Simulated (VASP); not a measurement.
# Zn (P6/mmm) in VASP: single point with PBEsol

Aim: the single point of Zn with PBEsol.

All numbers are computed with VASP 6.6.1; they aren't measurements. Logs are shortened: lines on timing, memory, paths and dates and some standing lists are left out, and cuts for length are marked.

### 1 The cell of the first run

It takes space group P6/mmm (No. 191, hexagonal). Conventional cell: a = 4.360 Å, b = 4.360 Å, c = 2.413 Å, α = 90.00°, β = 90.00°, γ = 120.00°. Zn (site symmetry -6m2) has 5 Zn at 2.41 to 2.52 Å within 3.2 Å.

This isn't the form of Zn at room conditions, which is hcp.

### 2 Single point, PBEsol

Input file INCAR:

```
ALGO = Fast
EDIFF = 1E-6
ENCUT = 520
GGA = PS
ISIF = 2
ISMEAR = 0
LASPH = True
LCHARG = False
LREAL = False
LWAVE = False
NBANDS = 19
NELM = 100
PREC = Accurate
SIGMA = 0.1
```

Input file KPOINTS:

```
k-points
0
Gamma
  15 15 22
```

Input file POSCAR:

```
Zn
1.0
    4.3603863002      0.0000000000      0.0000000000
   -2.1801931501      3.7762053063      0.0000000000
    0.0000000000      0.0000000000      2.4127918861
Zn
2
Direct
    0.3333333333      0.6666666667      0.0000000000
    0.6666666667      0.3333333333      0.0000000000
```

Potentials or basis: VASP PAW PBE potentials, release 64 (Zn).

Run with:

```sh
$ cat potpaw_PBE.64/Zn/POTCAR > POTCAR
$ mpirun -np 1 vasp_std > vasp.out
```

OUTCAR:

```text
EDIFF = 1E-6
   ENCUT = 520
   GGA = PS
   ISIF = 2
   ISMEAR = 0
   LASPH = True
   LREAL = False
   NELM = 100
   PREC = Accurate

 ion  position               nearest neighbor table
   1  0.333  0.667  0.000-   2 2.52   2 2.52   2 2.52
   2  0.667  0.333  0.000-   1 2.52   1 2.52   1 2.52

  LATTYP: Found a hexagonal cell.
 ALAT       =     4.3603863002
 C/A-ratio  =     0.5533436076

  Lattice vectors:

 A1 = (   4.3603863002,   0.0000000000,   0.0000000000)
 A2 = (  -2.1801931501,   3.7762053063,   0.0000000000)
 A3 = (   0.0000000000,   0.0000000000,   2.4127918861)

Analysis of symmetry for initial positions (statically):
=====================================================================
 Subroutine PRICEL returns:
 Original cell was already a primitive cell.

 Routine SETGRP: Setting up the symmetry group for a
 hexagonal supercell.

 Subroutine GETGRP returns: Found 24 space group operations
 (whereof 24 operations were pure point group operations)
 out of a pool of 24 trial point group operations.

The static configuration has the point symmetry D_6h.

Analysis of symmetry for dynamics (positions and initial velocities):
=====================================================================
 Subroutine PRICEL returns:
 Original cell was already a primitive cell.

 Routine SETGRP: Setting up the symmetry group for a
 hexagonal supercell.

 Subroutine GETGRP returns: Found 24 space group operations
 (whereof 24 operations were pure point group operations)
 out of a pool of 24 trial point group operations.

The dynamic configuration has the point symmetry D_6h.

 Subroutine INISYM returns: Found 24 space group operations
 (whereof 24 operations are pure point group operations),
 and found     1 'primitive' translations

----------------------------------------------------------------------------------------

                                     Primitive cell

  volume of cell :      39.7283

  direct lattice vectors                    reciprocal lattice vectors
     4.360386300  0.000000000  0.000000000     0.229337479  0.132408055  0.000000000
    -2.180193150  3.776205306  0.000000000     0.000000000  0.264816110  0.000000000
     0.000000000  0.000000000  2.412791886     0.000000000  0.000000000  0.414457627

  length of vectors
     4.360386300  4.360386300  2.412791886     0.264816110  0.264816110  0.414457627

  position of ions in fractional coordinates (direct lattice)
     0.333333333  0.666666667  0.000000000
     0.666666667  0.333333333  0.000000000

  ion indices of the primitive-cell ions
   primitive index   ion index
                 1           1
                 2           2

----------------------------------------------------------------------------------------

 KPOINTS: k-points

Automatic generation of k-mesh.
 Grid dimensions read from file:
 generate k-points for:   15   15   22

 Generating k-lattice:

  Cartesian coordinates                     Fractional coordinates (reciprocal lattice)
     0.015289165  0.008827204  0.000000000     0.066666667 -0.000000000  0.000000000
     0.000000000  0.017654407  0.000000000     0.000000000  0.066666667  0.000000000
     0.000000000  0.000000000  0.018838983     0.000000000  0.000000000  0.045454545

  Length of vectors
     0.017654407  0.017654407  0.018838983

  Shift w.r.t. Gamma in fractional coordinates (k-lattice)
     0.000000000  0.000000000  0.000000000

 Subroutine IBZKPT returns following result:
 ===========================================

 Found    324 irreducible k-points:

 Following reciprocal coordinates:
            Coordinates               Weight
  0.000000  0.000000  0.000000      1.000000
  0.066667  0.000000  0.000000      6.000000
  0.133333  0.000000  0.000000      6.000000
  0.200000  0.000000  0.000000      6.000000
  0.266667  0.000000  0.000000      6.000000
  0.333333  0.000000  0.000000      6.000000
[... 16 lines left out ...]
  0.333333  0.200000  0.000000     12.000000
  0.400000  0.200000  0.000000      6.000000
 [... further k-points ...]
   k-points           NKPTS =    324   k-points in BZ     NKDIM =    324   number of bands    NBANDS=     19
   number of dos      NEDOS =    301   number of ions     NIONS =      2
   total plane-waves  NPLWV =  18432
   dimension x,y,z NGX =    32 NGY =   32 NGZ =   18
   dimension x,y,z NGXF=    64 NGYF=   64 NGZF=   36
   ions per type =               2
   NGX,Y,Z   is equivalent  to a cutoff of  12.20, 12.20, 12.40 a.u.
   NGXF,Y,Z  is equivalent  to a cutoff of  24.40, 24.40, 24.80 a.u.
 SYSTEM =  unknown system
   PREC   = accura    normal or accurate (medium, high low for compatibility)
   ISTART =      0    job   : 0-new  1-cont  2-samecut
   ICHARG =      2    charge: 1-file 2-atom 10-const
   ISPIN  =      1    spin polarized calculation?
   LNONCOLLINEAR =      F non collinear calculations
   LSORBIT =      F    spin-orbit coupling
   LASPH  =      T    aspherical Exc in radial PAW
   ENCUT  =  520.0 eV  38.22 Ry    6.18 a.u.   8.11  8.11  4.49*2*pi/ulx,y,z
   NELM   =    100;   NELMIN=  2; NELMDL= -5     # of ELM steps
   EDIFF  = 0.1E-05   stopping-criterion for ELM
   LREAL  =      F    real-space projection
[... 7 lines left out ...]
   TEBEG  =    0.0;   TEEND  =   0.0 temperature during run
   PSTRESS=    0.0 pullay stress
   NELECT =      24.0000    total number of electrons
   NUPDOWN=      -1.0000    fix difference up-down
   EMIN   =  10.00;   EMAX   =-10.00  energy-range for DOS
   EFERMI =   0.00;   METHOD = LEGACY
   ISMEAR =     0;   SIGMA  =   0.10  broadening in eV -4-tet -1-fermi 0-gaus
   EFERMI_NEDOS =   21; number of points for ismear=-14 and -15
   IALGO  =     68    algorithm
   IMIX   =      4    mixing-type and parameters
     AMIX     =   0.40;   BMIX     =  1.00
     AMIX_MAG =   1.60;   BMIX_MAG =  1.00
  volume/ion in A,a.u.               =      19.86       134.05
  Fermi-wavevector in a.u.,A,eV,Ry     =   1.383922  2.615234 26.058442  1.915241
  Thomas-Fermi vector in A             =   2.508475
   LORBIT       =      0    0 simple, 1 ext, 2 COOP (PROOUT), +10 PAW based schemes
   GGA     = PS    functional components
   LHFCALC =     F    Hartree Fock is set to
   AEXX    =    0.0000 exact exchange contribution
   IVDW    =     0    specifies the selected vdW correction
   LEPSILON=     F    determine dielectric tensor
   LRPA    =     F    only Hartree local field effects (RPA)
 non-spin polarized calculation
 RMM-DIIS sequential band-by-band and
 Gauss-broadening in eV      SIGMA  =   0.10
  energy-cutoff  :      520.00
  volume of cell :       39.73
 maximum number of plane-waves:      1087
   NGX = 17   NGY = 17   NGZ =  9

 number of electron      24.0000009 magnetization

 Free energy of the ion-electron system (eV)
  ---------------------------------------------------
  ext. energy  EPLUGINS =         0.00000000
  ---------------------------------------------------
  free energy    TOTEN  =        -2.35646712 eV

  energy without entropy =       -2.35250856  energy(sigma->0) =       -2.35448784

 E-fermi :   0.9278     XC(G=0): -10.0783

 val. band max:        0.9262589668   @ k =   0.0667   0.0667   0.4545
 cond. band min:       0.9292106639   @ k =   0.3333   0.2000   0.5000
 fundamental gap:      0.0029516971
 Fermi energy:         0.9277570327

 k-point     1 :       0.0000    0.0000    0.0000
  band No.  band energies     occupation
      1      -7.9322      2.00000
      2      -7.1125      2.00000
      3      -7.1017      2.00000
      4      -6.5530      2.00000
      5      -6.5530      2.00000
      6      -6.3363      2.00000
[... 11 lines left out ...]
     18      17.5569      0.00000
     19      21.0343      0.00000

 k-point     2 :       0.0667    0.0000    0.0000
  band No.  band energies     occupation
      1      -7.9049      2.00000
      2      -7.1159      2.00000
      3      -7.0888      2.00000
      4      -6.5767      2.00000
      5      -6.5738      2.00000
      6      -6.3104      2.00000
[... 11 lines left out ...]
     18      17.6052      0.00000
     19      20.9961      0.00000

 k-point     3 :       0.1333    0.0000    0.0000
  band No.  band energies     occupation
      1      -7.8287      2.00000
      2      -7.1258      2.00000
      3      -7.0487      2.00000
      4      -6.6242      2.00000
      5      -6.6193      2.00000
      6      -6.2450      2.00000
[... 11 lines left out ...]
     18      17.7491      0.00000
     19      20.6596      0.00000

 k-point     4 :       0.2000    0.0000    0.0000
  band No.  band energies     occupation
      1      -7.7216      2.00000
      2      -7.1418      2.00000
      3      -6.9799      2.00000
      4      -6.6725      2.00000
      5      -6.6680      2.00000
      6      -6.1499      2.00000
[... 11 lines left out ...]
     18      17.9850      0.00000
     19      19.5374      0.00000

 k-point     5 :       0.2667    0.0000    0.0000
  band No.  band energies     occupation
      1      -7.6096      2.00000
      2      -7.1631      2.00000
      3      -6.8949      2.00000
      4      -6.7140      2.00000
      5      -6.7020      2.00000
      6      -6.0665      2.00000
[... 11 lines left out ...]
     18      17.9557      0.00000
     19      18.0104      0.00000

 k-point     6 :       0.3333    0.0000    0.0000
  band No.  band energies     occupation
      1      -7.5148      2.00000
      2      -7.1883      2.00000
      3      -6.8456      2.00000
      4      -6.7460      2.00000
      5      -6.6879      2.00000
      6      -5.9988      2.00000
[... 11 lines left out ...]
     18      16.3835      0.00000
     19      16.6839      0.00000

 k-point     7 :       0.4000    0.0000    0.0000
  band No.  band energies     occupation
      1      -7.4458      2.00000
      2      -7.2143      2.00000
      3      -6.8485      2.00000
      4      -6.7677      2.00000
      5      -6.6368      2.00000
      6      -6.0024      2.00000
[... 11 lines left out ...]
     18      14.9506      0.00000
     19      16.3738      0.00000

 k-point     8 :       0.4667    0.0000    0.0000
  band No.  band energies     occupation
      1      -7.4066      2.00000
      2      -7.2338      2.00000
      3      -6.8579      2.00000
      4      -6.7786      2.00000
      5      -6.6045      2.00000
      6      -6.0043      2.00000
[... 256 lines left out ...]
 k-point    20 :       0.4000    0.1333    0.0000
  band No.  band energies     occupation
      1      -7.3885      2.00000
      2      -7.2449      2.00000
      3      -6.9010      2.00000
      4      -6.7307      2.00000
      5      -6.6143      2.00000
      6      -6.0097      2.00000
[... 11 lines left out ...]
     18      15.3262      0.00000
     19      17.8008      0.00000

 k-point    21 :       0.2000    0.2000    0.0000
  band No.  band energies     occupation
      1      -7.4951      2.00000
      2      -7.1951      2.00000
      3      -6.8714      2.00000
      4      -6.7201      2.00000
      5      -6.6834      2.00000
      6      -6.0042      2.00000
[... 11 lines left out ...]
     18      15.2157      0.00000
     19      18.7938      0.00000

 k-point    22 :       0.2667    0.2000    0.0000
  band No.  band energies     occupation
      1      -7.4312      2.00000
      2      -7.2217      2.00000
      3      -6.8985      2.00000
      4      -6.6941      2.00000
      5      -6.6655      2.00000
      6      -6.0093      2.00000
[... 11 lines left out ...]
     18      15.6797      0.00000
     19      18.5247      0.00000

 k-point    23 :       0.3333    0.2000    0.0000
  band No.  band energies     occupation
      1      -7.3833      2.00000
      2      -7.2484      2.00000
      3      -6.9200      2.00000
      4      -6.6978      2.00000
      5      -6.6336      2.00000
      6      -6.0127      2.00000
[... 11 lines left out ...]
     18      16.6077      0.00000
     19      17.6911      0.00000

 k-point    24 :       0.4000    0.2000    0.0000
  band No.  band energies     occupation
      1      -7.3625      2.00000
      2      -7.2625      2.00000
      3      -6.9277      2.00000
      4      -6.6995      2.00000
      5      -6.6228      2.00000
      6      -6.0139      2.00000
[... 11 lines left out ...]
     18      16.1620      0.00000
     19      18.5483      0.00000

 [... further k-points ...]

------------------------ aborting loop because EDIFF is reached ----------------------------------------

  FORCE on cell =-STRESS in cart. coord.  units (eV):
  Direction    XX          YY          ZZ          XY          YZ          ZX
  --------------------------------------------------------------------------------------
  -------------------------------------------------------------------------------------
  Total        0.1196430      0.1196430      0.1681196      0.0000000     -0.0000000      0.0000000
  in kB        4.8250004      4.8250004      6.7799825      0.0000000     -0.0000000      0.0000000
  external PRESSURE =       5.4766611 kB  Pullay stress =       0.0000000 kB

 VOLUME and BASIS-vectors are now :
 -----------------------------------------------------------------------------
  energy-cutoff  :      520.00
  volume of cell :       39.73
      direct lattice vectors                 reciprocal lattice vectors
     4.360386300  0.000000000  0.000000000     0.229337479  0.132408055  0.000000000
    -2.180193150  3.776205306  0.000000000     0.000000000  0.264816110  0.000000000
     0.000000000  0.000000000  2.412791886     0.000000000  0.000000000  0.414457627

 POSITION                                       TOTAL-FORCE (eV/Angst)
 -----------------------------------------------------------------------------------
     -0.00000      2.51747      0.00000         0.000000     -0.000000      0.000000
      2.18019      1.25874      0.00000        -0.000000      0.000000     -0.000000
 -----------------------------------------------------------------------------------
    total drift:                               -0.000000      0.000000     -0.000000

  FREE ENERGIE OF THE ION-ELECTRON SYSTEM (eV)
  ---------------------------------------------------
  free  energy   TOTEN  =        -2.3564671196 eV

  energy  without entropy=       -2.3525085587  energy(sigma->0) =       -2.35448784
```

It took 52 s on 1 thread of Intel Xeon 6975P-C (Granite Rapids), shared host; peak memory 0.29 GiB.

Results:

```
Free energy            : -2.3565 eV
Pressure               : 0.5 GPa
Band gap on the k mesh : zero (bands 12 and 13 overlap by 6.03 eV)
```

Stress tensor (GPa, compression positive):
```
0.48 0.00 0.00
0.00 0.48 0.00
0.00 0.00 0.68
```

Levels at points of the mesh, in eV from the Fermi level:
```
           k point  band 10  band 11  band 12  band 13  band 14  band 15
(0.00, 0.00, 0.00)    -6.66    -6.66     1.23     1.23     1.84     4.81
(0.00, 0.00, 0.50)    -6.28    -2.05    -1.02     5.25     6.56     6.56
```

Caveat: the PAW data sets were made with another functional, which shifts forces and pressure a little.
